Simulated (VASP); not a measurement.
# BeTe (F-43m) in VASP: single point with PBE

Aim: the single point of BeTe with PBE.

Everything below comes from runs of VASP 6.6.1. Logs are shortened: lines on timing, memory, paths and dates and some standing lists are left out, and cuts for length are marked.

### 1 The cell of the first run

The structure is cubic, space group F-43m (No. 216). Conventional cell: a = 5.540 Å, b = 5.540 Å, c = 5.540 Å, α = 90.00°, β = 90.00°, γ = 90.00°. Within 3.2 Å of Be (site symmetry -43m) lie 4 Te at 2.40 Å. Te (site symmetry -43m) has 4 Be at 2.40 Å within 3.2 Å.

### 2 Single point, PBE

INCAR reads:

```
ALGO     = Normal         # electronic algorithm
EDIFF    = 1E-6           # SCF threshold, eV
ENCUT    = 600            # plane-wave cutoff, eV
GGA      = PE             # functional
GGA_COMPAT= False        
ISIF     = 2              # what is computed and relaxed
ISMEAR   = -1             # smearing method
LASPH    = True           # aspherical terms in the spheres
LCHARG   = True           # write CHGCAR
LELF     = True           # ELF
LREAL    = False          # projectors in reciprocal space
LVHAR    = True         
LWAVE    = False          # write WAVECAR
NBANDS   = 11             # bands
NELM     = 120            # most SCF steps
PREC     = Accurate       # precision mode
SIGMA    = 0.05           # smearing width, eV
```

KPOINTS reads:

```
k-points
0
Gamma
  7 7 7
```

POSCAR reads:

```
BeTe
1.0
    3.9173720000      0.0000000000      0.0000000000
    1.9586860000      3.3925436681      0.0000000000
    1.9586860000      1.1308478894      3.1985208442
Be Te
1 1
Direct
    0.0000000000      0.0000000000      0.0000000000
    0.2500000000      0.2500000000      0.2500000000
```

Potentials or basis: VASP PAW PBE potentials, release 64 (Be, Te).

The run is started by

```sh
cat potpaw_PBE.64/Be/POTCAR potpaw_PBE.64/Te/POTCAR > POTCAR
mpirun -np 1 vasp_std > vasp.out
```

OUTCAR:

```text
EDIFF = 1E-6
   ENCUT = 600
   GGA = PE
   ISIF = 2
   ISMEAR = -1
   LASPH = True
   LREAL = False
   NELM = 120
   PREC = Accurate

 ion  position               nearest neighbor table
   1  0.000  0.000  0.000-   2 2.40   2 2.40   2 2.40   2 2.40
   2  0.250  0.250  0.250-   1 2.40   1 2.40   1 2.40   1 2.40

  LATTYP: Found a face centered cubic cell.
 ALAT       =     5.5400006113

  Lattice vectors:

 A1 = (   3.9173720000,   0.0000000000,   0.0000000000)
 A2 = (   1.9586860000,   3.3925436681,   0.0000000000)
 A3 = (   1.9586860000,   1.1308478894,   3.1985208442)

Analysis of symmetry for initial positions (statically):
=====================================================================
 Subroutine PRICEL returns:
 Original cell was already a primitive cell.

 Routine SETGRP: Setting up the symmetry group for a
 face centered cubic supercell.

 Subroutine GETGRP returns: Found 24 space group operations
 (whereof 24 operations were pure point group operations)
 out of a pool of 48 trial point group operations.

The static configuration has the point symmetry T_d .

Analysis of symmetry for dynamics (positions and initial velocities):
=====================================================================
 Subroutine PRICEL returns:
 Original cell was already a primitive cell.

 Routine SETGRP: Setting up the symmetry group for a
 face centered cubic supercell.

 Subroutine GETGRP returns: Found 24 space group operations
 (whereof 24 operations were pure point group operations)
 out of a pool of 48 trial point group operations.

The dynamic configuration has the point symmetry T_d .

 Subroutine INISYM returns: Found 24 space group operations
 (whereof 24 operations are pure point group operations),
 and found     1 'primitive' translations

----------------------------------------------------------------------------------------

                                     Primitive cell

  volume of cell :      42.5079

  direct lattice vectors                    reciprocal lattice vectors
     3.917372000  0.000000000  0.000000000     0.255273178 -0.147382038 -0.104214839
     1.958686000  3.392543668  0.000000000     0.000000000  0.294764076 -0.104214839
     1.958686000  1.130847889  3.198520844     0.000000000  0.000000000  0.312644516

  length of vectors
     3.917372000  3.917372000  3.917372000     0.312644516  0.312644516  0.312644516

  position of ions in fractional coordinates (direct lattice)
     0.000000000  0.000000000  0.000000000
     0.250000000  0.250000000  0.250000000

  ion indices of the primitive-cell ions
   primitive index   ion index
                 1           1
                 2           2

----------------------------------------------------------------------------------------

 KPOINTS: k-points

Automatic generation of k-mesh.
 Grid dimensions read from file:
 generate k-points for:    7    7    7

 Generating k-lattice:

  Cartesian coordinates                     Fractional coordinates (reciprocal lattice)
     0.036467597 -0.021054577 -0.014887834     0.142857143  0.000000000  0.000000000
     0.000000000  0.042109154 -0.014887834     0.000000000  0.142857143  0.000000000
     0.000000000  0.000000000  0.044663502     0.000000000  0.000000000  0.142857143

  Length of vectors
     0.044663502  0.044663502  0.044663502

  Shift w.r.t. Gamma in fractional coordinates (k-lattice)
     0.000000000  0.000000000  0.000000000

 Subroutine IBZKPT returns following result:
 ===========================================

 Found     20 irreducible k-points:

 Following reciprocal coordinates:
            Coordinates               Weight
  0.000000  0.000000  0.000000      1.000000
  0.142857  0.000000 -0.000000      8.000000
  0.285714  0.000000 -0.000000      8.000000
  0.428571  0.000000 -0.000000      8.000000
  0.142857  0.142857 -0.000000      6.000000
  0.285714  0.142857 -0.000000     24.000000
[... 12 lines left out ...]
 -0.428571  0.428571  0.142857     24.000000
 -0.285714  0.428571  0.142857     24.000000
   k-points           NKPTS =     20   k-points in BZ     NKDIM =     20   number of bands    NBANDS=     11
   number of dos      NEDOS =    301   number of ions     NIONS =      2
   total plane-waves  NPLWV =  32768
   dimension x,y,z NGX =    32 NGY =   32 NGZ =   32
   dimension x,y,z NGXF=    64 NGYF=   64 NGZF=   64
   ions per type =               1   1
   NGX,Y,Z   is equivalent  to a cutoff of  13.58, 13.58, 13.58 a.u.
   NGXF,Y,Z  is equivalent  to a cutoff of  27.16, 27.16, 27.16 a.u.
 SYSTEM =  unknown system
   PREC   = accura    normal or accurate (medium, high low for compatibility)
   ISTART =      0    job   : 0-new  1-cont  2-samecut
   ICHARG =      2    charge: 1-file 2-atom 10-const
   ISPIN  =      1    spin polarized calculation?
   LNONCOLLINEAR =      F non collinear calculations
   LSORBIT =      F    spin-orbit coupling
   LASPH  =      T    aspherical Exc in radial PAW
   ENCUT  =  600.0 eV  44.10 Ry    6.64 a.u.   7.82  7.82  7.82*2*pi/ulx,y,z
   NELM   =    120;   NELMIN=  2; NELMDL= -5     # of ELM steps
   EDIFF  = 0.1E-05   stopping-criterion for ELM
   LREAL  =      F    real-space projection
   EDIFFG = 0.1E-04   stopping-criterion for IOM
   NSW    =      0    number of steps for IOM
   IBRION =     -1    ionic relax: 0-MD 1-quasi-New 2-CG
   NFREE  =      0    steps in history (QN), initial steepest desc. (CG)
   ISIF   =      2    stress and relaxation
   ISYM   =      2    0-nonsym 1-usesym 2-fastsym
   POTIM  = 0.5000    time-step for ionic-motion
   TEBEG  =    0.0;   TEEND  =   0.0 temperature during run
   PSTRESS=    0.0 pullay stress
   NELECT =       8.0000    total number of electrons
   NUPDOWN=      -1.0000    fix difference up-down
   EMIN   =  10.00;   EMAX   =-10.00  energy-range for DOS
   EFERMI =   0.00;   METHOD = LEGACY
   ISMEAR =    -1;   SIGMA  =   0.05  broadening in eV -4-tet -1-fermi 0-gaus
   EFERMI_NEDOS =   21; number of points for ismear=-14 and -15
   IALGO  =     38    algorithm
   IMIX   =      4    mixing-type and parameters
     AMIX     =   0.40;   BMIX     =  1.00
     AMIX_MAG =   1.60;   BMIX_MAG =  1.00
  volume/ion in A,a.u.               =      21.25       143.43
  Fermi-wavevector in a.u.,A,eV,Ry     =   0.938170  1.772885 11.975351  0.880164
  Thomas-Fermi vector in A             =   2.065355
   LORBIT       =      0    0 simple, 1 ext, 2 COOP (PROOUT), +10 PAW based schemes
   GGA     = PE    functional components
   LHFCALC =     F    Hartree Fock is set to
   AEXX    =    0.0000 exact exchange contribution
   IVDW    =     0    specifies the selected vdW correction
   LEPSILON=     F    determine dielectric tensor
   LRPA    =     F    only Hartree local field effects (RPA)
 non-spin polarized calculation
  energy-cutoff  :      600.00
  volume of cell :       42.51
 maximum number of plane-waves:      1430
   NGX = 15   NGY = 15   NGZ = 15

 number of electron       8.0000000 magnetization

 Free energy of the ion-electron system (eV)
  ---------------------------------------------------
  ext. energy  EPLUGINS =         0.00000000
  ---------------------------------------------------
  free energy    TOTEN  =        -7.58330679 eV

  energy without entropy =       -7.58330679  energy(sigma->0) =       -7.58330679

 E-fermi :   6.5991     XC(G=0):  -9.2564

 val. band max:        5.6651644817   @ k =   0.0000   0.0000   0.0000
 cond. band min:       7.5739800396   @ k =   0.4286   0.4286  -0.0000
 fundamental gap:      1.9088155579
 Fermi energy:         6.5991474869

 k-point     1 :       0.0000    0.0000    0.0000
  band No.  band energies     occupation
      1      -6.9697      2.00000
      2       5.6652      2.00000
      3       5.6652      2.00000
      4       5.6652      2.00000
      5       9.2289      0.00000
      6       9.2289      0.00000
      7       9.2289      0.00000
      8       9.8562      0.00000
      9      14.0514      0.00000
     10      16.0121      0.00000
     11      16.0121      0.00000

 k-point     2 :       0.1429    0.0000   -0.0000
  band No.  band energies     occupation
      1      -6.7636      2.00000
      2       3.9815      2.00000
      3       5.3420      2.00000
      4       5.3420      2.00000
      5       9.2578      0.00000
      6       9.6882      0.00000
      7       9.6882      0.00000
      8      11.3644      0.00000
      9      14.5636      0.00000
     10      14.9001      0.00000
     11      14.9001      0.00000

 k-point     3 :       0.2857    0.0000   -0.0000
  band No.  band energies     occupation
      1      -6.2094      2.00000
      2       1.6223      2.00000
      3       4.8118      2.00000
      4       4.8118      2.00000
      5       9.0373      0.00000
      6      10.2303      0.00000
      7      10.2303      0.00000
      8      13.2982      0.00000
      9      14.9057      0.00000
     10      14.9247      0.00000
     11      14.9247      0.00000

 k-point     4 :       0.4286    0.0000   -0.0000
  band No.  band energies     occupation
      1      -5.6061      2.00000
      2       0.0339      2.00000
      3       4.4885      2.00000
      4       4.4885      2.00000
      5       8.8939      0.00000
      6      10.2470      0.00000
      7      10.2470      0.00000
      8      13.4942      0.00000
      9      16.3463      0.00000
     10      16.6112      0.00000
     11      16.6112      0.00000

 k-point     5 :       0.1429    0.1429   -0.0000
  band No.  band energies     occupation
      1      -6.6945      2.00000
      2       4.2874      2.00000
      3       4.7810      2.00000
      4       4.7810      2.00000
      5       8.7443      0.00000
      6      10.5151      0.00000
      7      10.5151      0.00000
      8      10.9258      0.00000
      9      13.6720      0.00000
     10      15.1172      0.00000
     11      16.3355      0.00000
[... 155 lines left out ...]
 k-point    17 :       0.4286    0.2857    0.1429
  band No.  band energies     occupation
      1      -5.7620      2.00000
      2       1.4882      2.00000
      3       2.8591      2.00000
      4       4.0042      2.00000
      5       9.3570      0.00000
      6      10.7295      0.00000
      7      10.9084      0.00000
      8      12.7076      0.00000
      9      15.3383      0.00000
     10      16.6431      0.00000
     11      17.7768      0.00000

 k-point    18 :      -0.4286    0.2857    0.1429
  band No.  band energies     occupation
      1      -5.2547      2.00000
      2       0.5386      2.00000
      3       2.3281      2.00000
      4       3.4746      2.00000
      5       9.8755      0.00000
      6      10.3630      0.00000
      7      12.0887      0.00000
      8      13.3231      0.00000
      9      14.8952      0.00000
     10      16.8751      0.00000
     11      18.2744      0.00000

 k-point    19 :      -0.4286    0.4286    0.1429
  band No.  band energies     occupation
      1      -5.0535      2.00000
      2       0.6693      2.00000
      3       2.2528      2.00000
      4       2.6515      2.00000
      5       8.9671      0.00000
      6       9.6671      0.00000
      7      12.7804      0.00000
      8      14.6375      0.00000
      9      16.2449      0.00000
     10      17.8161      0.00000
     11      18.9463      0.00000

 k-point    20 :      -0.2857    0.4286    0.1429
  band No.  band energies     occupation
      1      -4.9670      2.00000
      2       0.8034      2.00000
      3       1.5175      2.00000
      4       2.7578      2.00000
      5       9.6025      0.00000
      6      11.6668      0.00000
      7      12.0522      0.00000
      8      12.6132      0.00000
      9      15.7262      0.00000
     10      17.2141      0.00000
     11      19.0699      0.00000

------------------------ aborting loop because EDIFF is reached ----------------------------------------

  FORCE on cell =-STRESS in cart. coord.  units (eV):
  Direction    XX          YY          ZZ          XY          YZ          ZX
  --------------------------------------------------------------------------------------
  -------------------------------------------------------------------------------------
  Total        1.1844873      1.1844873      1.1844873     -0.0000000      0.0000000     -0.0000000
  in kB       44.6448692     44.6448692     44.6448692     -0.0000000      0.0000000     -0.0000000
  external PRESSURE =      44.6448692 kB  Pullay stress =       0.0000000 kB

 VOLUME and BASIS-vectors are now :
 -----------------------------------------------------------------------------
  energy-cutoff  :      600.00
  volume of cell :       42.51
      direct lattice vectors                 reciprocal lattice vectors
     3.917372000  0.000000000  0.000000000     0.255273178 -0.147382038 -0.104214839
     1.958686000  3.392543668  0.000000000     0.000000000  0.294764076 -0.104214839
     1.958686000  1.130847889  3.198520844     0.000000000  0.000000000  0.312644516

 POSITION                                       TOTAL-FORCE (eV/Angst)
 -----------------------------------------------------------------------------------
      0.00000      0.00000      0.00000        -0.000000     -0.000000     -0.000000
      1.95869      1.13085      0.79963         0.000000      0.000000      0.000000
 -----------------------------------------------------------------------------------
    total drift:                                0.000000      0.000000      0.000000

  FREE ENERGIE OF THE ION-ELECTRON SYSTEM (eV)
  ---------------------------------------------------
  free  energy   TOTEN  =        -7.5833067913 eV

  energy  without entropy=       -7.5833067911  energy(sigma->0) =       -7.58330679
```

It took 11 s on 1 thread of Intel Xeon Platinum 8259CL at 2.50GHz (Skylake/Cascade Lake), shared host; peak memory 0.18 GiB.

What came out:

- Free energy: -7.5833 eV
- Pressure: 4.5 GPa
- Band gap on the k mesh: 1.91 eV, indirect (least direct gap 3.56 eV)

Levels at points of the mesh, in eV from the valence-band top:
| k point | band 2 | band 3 | band 4 | band 5 | band 6 | band 7 |
| --- | --- | --- | --- | --- | --- | --- |
| (0.00, 0.00, 0.00) | 0.00 | 0.00 | 0.00 | 3.56 | 3.56 | 3.56 |

Caveat: spin-orbit coupling is left out, which moves the levels of the heavy elements. A k mesh can miss the band edges.
